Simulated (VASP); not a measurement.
TeAs2: single point with LDA

Crystal: TeAs2.

```
Te As
1.0
    -3.44863    3.44863    2.88200
     3.44863   -3.44863    2.88200
     3.44863    3.44863   -2.88200
Te As
2 4
Direct
  0.75000 0.25000 0.50000
  0.00000 0.00000 0.00000
  0.37500 0.62500 0.25000
  0.37500 0.12500 0.75000
  0.37500 0.62500 0.75000
  0.87500 0.62500 0.25000
```

```yaml
Program: VASP 6.6.1
Task: single point
Functional: LDA
Potentials_or_basis: VASP PAW LDA potentials, release 64 (Te, As)
Cutoff: 520 eV
k_mesh: 8 × 8 × 8
Occupations: gaussian, width 0.1 eV
Spin: no spin polarisation
Dipole_correction: no
Further_INCAR_settings: ALGO = Normal; EDIFF = 1e-07; NBANDS = 25
```

```json
{
 "Pressure": "0.2 GPa",
 "Band gap on the k mesh": "zero (band 16 reaches 7.12 eV, above the bottom of band 17 at 6.32 eV)"
}
```

Stress tensor (GPa, compression positive):
```
0.15 0.00 0.00
0.00 0.15 0.00
0.00 0.00 0.31
```

Levels at points of the mesh, in eV from the Fermi level:
```csv
k point,band 14,band 15,band 16,band 17,band 18,band 19
"(0.00, 0.00, 0.00)",-2.22,-2.22,-0.58,1.87,3.31,3.31
"(0.50, 0.00, 0.00)",-0.97,-0.44,-0.41,-0.20,0.26,1.54
"(0.50, 0.50, 0.00)",-1.22,-1.10,-1.10,-0.27,-0.27,2.15
"(0.50, 0.50, 0.50)",-0.90,0.09,0.09,0.37,0.37,0.84
```

Wall time 5.5 min on 1 thread of AMD EPYC 7571, with other jobs on the host, peak memory 0.28 GiB.

Caveat: spin-orbit coupling is left out, which moves the levels of the heavy elements.
